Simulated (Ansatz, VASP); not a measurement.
**One calculation of TiAl, two programs**

INCAR

```
PREC = Accurate
ENCUT = 520
EDIFF = 1E-7
ISMEAR = 0
SIGMA = 0.15
LREAL = F
LASPH = T
NELM = 80
ALGO = Fast
ISIF = 2
LWAVE = F
LCHARG = F
NBANDS = 14
```

KPOINTS

```
regular mesh
0
Gamma
  14 14 14
```

File POSCAR:

```
TiAl
1.0
    2.8663491144      0.0000000000      0.0000000000
    0.0000000000      3.2099985995      0.0000000000
    0.0000000000      0.0000000000      3.1240862282
Ti Al
1 1
Direct
    0.0000000000      0.0000000000      0.0000000000
    0.5000000000      0.5000000000      0.5000000000
```

Input for Ansatz:

```yaml
crystal:
  lattice:
    - [2.8663491144, 0.0, 0.0]
    - [0.0, 3.2099985995, 0.0]
    - [0.0, 0.0, 3.1240862282]
  atoms:
    - { symbol: Ti, position: [0.0, 0.0, 0.0] }
    - { symbol: Al, position: [0.5, 0.5, 0.5] }
basis:
  ecutwfc: 520.0
kpoints:
  mp_grid: { grid: [14, 14, 14] }
hamiltonian:
  xc: lda
  pseudopotentials: { kind: paw, azcp: { folder: soft_1 } }
scf:
  occupations: { method: gaussian, width: 0.15 }
output:
  forces: true
  stress: true
  eigenvalues: true
  write_density: true
  write_potential: true
  elf: true
  volumetric_format: npy
```

Change from the starting cell: normal strain along x -0.0825, normal strain along y +0.0275.

Alike in both runs: task single point; functional LDA; k mesh 14 × 14 × 14; occupations gaussian, width 0.15 eV; no spin polarisation.

|  | VASP | Ansatz |
| --- | --- | --- |
| version | VASP 6.6.1 | Ansatz 0.2.0 |
| potentials or method | VASP PAW LDA potentials, release 64 (Ti_sv, Al), cutoff 520 eV | scalar-relativistic, plane waves, PAW |
| valence electrons in the cell | 15 | 15 |

```csv
,VASP,Ansatz,Ansatz less VASP
gap on the k mesh at the Fermi level (eV),none,none,-
pressure (GPa),8.9,8.7,-0.19
"traceless stress, the component that is largest in VASP (GPa)",2.36,2.35,-0.012
```

Ansatz warns that its potentials were made for another functional, while VASP's fit it. LDA's correlation is that of Perdew and Zunger in VASP and of Perdew and Wang (1992) in Ansatz. A gap of «none» marks a metal or a gap that the smearing closes.
